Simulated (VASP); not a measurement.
Crystal: NaH.

```
CELL_PARAMETERS angstrom
0.00000 2.39751 2.39751
2.39751 0.00000 2.39751
2.39751 2.39751 0.00000
ATOMIC_POSITIONS crystal
Na 0.00000 0.00000 0.00000
H 0.50000 0.50000 0.50000
```

Base run:

| Item | Value |
| --- | --- |
| Program | VASP 6.6.1 |
| Functional | PBE0 |
| Potentials or basis | VASP PAW PBE potentials, release 64 (Na_pv, H) |
| Cutoff | 520 eV |
| k mesh | 6 × 6 × 6 |
| Occupations | gaussian, width 0.01 eV |
| Spin | no spin polarisation |

Its results: band gap on the k mesh 5.63 eV (least direct gap 6.56 eV); pressure 0.2 GPa.

Question: The run is repeated on the same cell with these changes: functional from PBE0 to PBE. What comes out?

Answer: Band gap on the k mesh 3.85 eV (least direct gap 4.67 eV); pressure 0.5 GPa.

Caveats: the PAW data sets were made with another functional, which shifts forces and pressure a little (at least some runs).

A k mesh can miss the band edges.
